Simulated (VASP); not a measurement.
# Sr (Fm-3m) in VASP: notebook, part 4 of 4

VASP 6.6.1. The steps go on from the part before.

### 5 Single point, LDA

INCAR reads:

```
PREC = Accurate
ENCUT = 500
EDIFF = 1E-6
ISMEAR = 1
SIGMA = 0.1
LREAL = False
LASPH = True
NELM = 120
ALGO = Normal
ISIF = 2
LWAVE = False
LCHARG = False
GGA = CA
NBANDS = 11
GGA_COMPAT = False
```

KPOINTS reads:

```
Automatic mesh
0
Gamma
  9 9 9
```

POSCAR reads:

```
Sr
1.0
    0.0000000000      2.9028949114      2.9028949114
    2.9028949114      0.0000000000      2.9028949114
    2.9028949114      2.9028949114      0.0000000000
Sr
1
Direct
    0.0000000000      0.0000000000      0.0000000000
```

Potentials or basis: VASP PAW LDA potentials, release 64 (Sr_sv).

Started as:

```sh
$ cat potpaw_LDA.64/Sr_sv/POTCAR > POTCAR
$ mpirun -np 1 vasp_std > vasp.out
```

OUTCAR:

```text
PREC = Accurate
   ENCUT = 500
   EDIFF = 1E-6
   ISMEAR = 1
   LREAL = False
   LASPH = True
   NELM = 120
   ISIF = 2
   GGA = CA

 ion  position               nearest neighbor table
   1  0.000  0.000  0.000-

  LATTYP: Found a face centered cubic cell.
 ALAT       =     5.8057898228

  Lattice vectors:

 A1 = (   0.0000000000,   2.9028949114,   2.9028949114)
 A2 = (   2.9028949114,   0.0000000000,   2.9028949114)
 A3 = (   2.9028949114,   2.9028949114,   0.0000000000)

Analysis of symmetry for initial positions (statically):
=====================================================================
 Subroutine PRICEL returns:
 Original cell was already a primitive cell.

 Routine SETGRP: Setting up the symmetry group for a
 face centered cubic supercell.

 Subroutine GETGRP returns: Found 48 space group operations
 (whereof 48 operations were pure point group operations)
 out of a pool of 48 trial point group operations.

The static configuration has the point symmetry O_h .

Analysis of symmetry for dynamics (positions and initial velocities):
=====================================================================
 Subroutine PRICEL returns:
 Original cell was already a primitive cell.

 Routine SETGRP: Setting up the symmetry group for a
 face centered cubic supercell.

 Subroutine GETGRP returns: Found 48 space group operations
 (whereof 48 operations were pure point group operations)
 out of a pool of 48 trial point group operations.

The dynamic configuration has the point symmetry O_h .

 Subroutine INISYM returns: Found 48 space group operations
 (whereof 48 operations are pure point group operations),
 and found     1 'primitive' translations

----------------------------------------------------------------------------------------

                                     Primitive cell

[... 112 lines left out ...]
   LORBIT       =      0    0 simple, 1 ext, 2 COOP (PROOUT), +10 PAW based schemes
   GGA     = CA    functional components
   LHFCALC =     F    Hartree Fock is set to
   AEXX    =    0.0000 exact exchange contribution
   IVDW    =     0    specifies the selected vdW correction
   LEPSILON=     F    determine dielectric tensor
   LRPA    =     F    only Hartree local field effects (RPA)
 non-spin polarized calculation
 Methfessel and Paxton  Order N= 1 SIGMA  =   0.10
  energy-cutoff  :      500.00
  volume of cell :       48.92
 maximum number of plane-waves:      1261
 NGX is ok and might be reduce to    30
   NGX = 15   NGY = 15   NGZ = 15

 number of electron      10.0000000 magnetization

 Free energy of the ion-electron system (eV)
  ---------------------------------------------------
  ext. energy  EPLUGINS =         0.00000000
  ---------------------------------------------------
  free energy    TOTEN  =        -1.89390757 eV

  energy without entropy =       -1.89620575  energy(sigma->0) =       -1.89467363

 E-fermi :   1.8572     XC(G=0):  -7.9321

 val. band max:        1.7655877881   @ k =  -0.3333   0.3333   0.1111
 cond. band min:       1.9463655800   @ k =  -0.4444   0.2222   0.0000
 fundamental gap:      0.1807777919
 Fermi energy:         1.8572415026

 k-point     1 :       0.0000    0.0000    0.0000
  band No.  band energies     occupation
      1     -34.4033      2.00000
      2     -16.3582      2.00000
      3     -16.3582      2.00000
      4     -16.3582      2.00000
      5      -2.0018      2.00000
      6       4.1990      0.00000
      7       4.1990      0.00000
      8       4.1990      0.00000
      9       5.8526      0.00000
     10       5.8526      0.00000
     11       9.3666      0.00000
[... 309 lines left out ...]
 k-point    24 :       0.4444    0.4444    0.0000
  band No.  band energies     occupation
      1     -34.3711      2.00000
      2     -16.6350      2.00000
      3     -16.4641      2.00000
      4     -16.4641      2.00000
      5       0.9456      2.00000
      6       2.0565     -0.01636
      7       3.1844     -0.00000
      8       6.8265      0.00000
      9       6.8265      0.00000
     10       7.0144      0.00000
     11       8.3760      0.00000

 [... further k-points ...]

------------------------ aborting loop because EDIFF is reached ----------------------------------------

  FORCE on cell =-STRESS in cart. coord.  units (eV):
  Direction    XX          YY          ZZ          XY          YZ          ZX
  --------------------------------------------------------------------------------------
  -------------------------------------------------------------------------------------
  Total       -0.0141232     -0.0141232     -0.0141232     -0.0000000     -0.0000000      0.0000000
  in kB       -0.4625070     -0.4625070     -0.4625070     -0.0000000     -0.0000000      0.0000000
  external PRESSURE =      -0.4625070 kB  Pullay stress =       0.0000000 kB

 VOLUME and BASIS-vectors are now :
 -----------------------------------------------------------------------------
  energy-cutoff  :      500.00
  volume of cell :       48.92
      direct lattice vectors                 reciprocal lattice vectors
     0.000000000  2.902894911  2.902894911    -0.172241853  0.172241853  0.172241853
     2.902894911  0.000000000  2.902894911     0.172241853 -0.172241853  0.172241853
     2.902894911  2.902894911  0.000000000     0.172241853  0.172241853 -0.172241853

 POSITION                                       TOTAL-FORCE (eV/Angst)
 -----------------------------------------------------------------------------------
      0.00000      0.00000      0.00000         0.000000      0.000000     -0.000000
 -----------------------------------------------------------------------------------
    total drift:                               -0.000000     -0.000000      0.000000

  FREE ENERGIE OF THE ION-ELECTRON SYSTEM (eV)
  ---------------------------------------------------
  free  energy   TOTEN  =        -1.8939075735 eV

  energy  without entropy=       -1.8962057549  energy(sigma->0) =       -1.89467363
```

OSZICAR:

```text
N       E                     dE             d eps       ncg     rms          rms(c)
DAV:   1     0.345566254851E+02    0.34557E+02   -0.49019E+03   778   0.785E+02
DAV:   2    -0.442842067823E+00   -0.34999E+02   -0.34505E+02   905   0.154E+02
DAV:   3    -0.183575431653E+01   -0.13929E+01   -0.13827E+01  1143   0.233E+01
DAV:   4    -0.190045640986E+01   -0.64702E-01   -0.64383E-01   983   0.406E+00
DAV:   5    -0.190138306845E+01   -0.92666E-03   -0.92640E-03  1099   0.409E-01    0.121E+01
DAV:   6    -0.189684202208E+01    0.45410E-02   -0.55686E-03   922   0.885E-01    0.690E+00
DAV:   7    -0.189393874332E+01    0.29033E-02   -0.10330E-02  1068   0.112E+00    0.248E-01
DAV:   8    -0.189388895997E+01    0.49783E-04   -0.66460E-04  1097   0.148E-01    0.575E-02
DAV:   9    -0.189390590637E+01   -0.16946E-04   -0.46345E-05  1099   0.402E-02    0.214E-02
DAV:  10    -0.189390732682E+01   -0.14205E-05   -0.44104E-06  1042   0.173E-02    0.107E-02
DAV:  11    -0.189390757352E+01   -0.24670E-06   -0.16479E-07   475   0.393E-03
   1 F= -.18939076E+01 E0= -.18946736E+01  d E =0.229818E-02
```

It took 27 s on 1 thread of Intel Xeon 8259CL, shared host; peak memory 0.15 GiB.

Results:

```
Free energy            : -1.8939 eV
Pressure               : 0.0 GPa
Band gap on the k mesh : 0.18 eV, indirect (least direct gap 0.19 eV)
```

Levels at points of the mesh, in eV from the valence-band top:
| k point | band 2 | band 3 | band 4 | band 5 | band 6 | band 7 | band 8 | band 9 |
| --- | --- | --- | --- | --- | --- | --- | --- | --- |
| (0.00, 0.00, 0.00) | -18.12 | -18.12 | -18.12 | -3.77 | 2.43 | 2.43 | 2.43 | 4.09 |

### 6 Single point, LDA

INCAR reads:

```
SYSTEM = Sr
PREC = Accurate
ENCUT = 500
EDIFF = 1E-6
ISMEAR = 1
SIGMA = 0.2
LREAL = .False.
LASPH = .True.
NELM = 120
ALGO = Normal
ISIF = 2
LWAVE = .False.
LCHARG = .False.
NBANDS = 11
GGA_COMPAT = .False.
```

KPOINTS reads:

```
regular mesh
0
Gamma
  9 9 9
  0 0 0
```

POSCAR is that of step 5.

Potentials or basis: VASP PAW LDA potentials, release 64 (Sr_sv).

Started as:

```sh
$ cat potpaw_LDA.64/Sr_sv/POTCAR > POTCAR
$ mpirun -np 1 vasp_std > vasp.out
```

It took 26 s on 1 thread of Intel Xeon 8259CL, shared host; peak memory 0.15 GiB.

Results (log left out):

```
Free energy            : -1.8919 eV
Pressure               : -0.1 GPa
Band gap on the k mesh : 0.18 eV, indirect (least direct gap 0.19 eV)
```

Levels at points of the mesh, in eV from the valence-band top:
```
           k point  band 2  band 3  band 4  band 5  band 6  band 7  band 8  band 9
(0.00, 0.00, 0.00)  -18.13  -18.13  -18.13   -3.77    2.43    2.43    2.43    4.09
```

### 7 The runs side by side

| smearing | gap on the mesh (eV) | pressure (GPa) |
| --- | --- | --- |
| methfessel-paxton 1 eV | 0.18 | 0.0 |
| methfessel-paxton 0.01 eV | 0.18 | 0.0 |
| methfessel-paxton 0.03 eV | 0.18 | 0.0 |
| methfessel-paxton 0.1 eV | 0.18 | 0.0 |
| methfessel-paxton 0.2 eV | 0.18 | -0.1 |

Alike in all rows: task single point; level LDA; potentials or basis VASP PAW LDA potentials, release 64 (Sr_sv); no spin polarisation; cell as given; k mesh 9 × 9 × 9; cutoff (eV) 500.

On the cell as given the gap runs from 0.18 eV (LDA) to 0.18 eV (LDA).

Absolute energies hang on the potentials; compare differences alone.
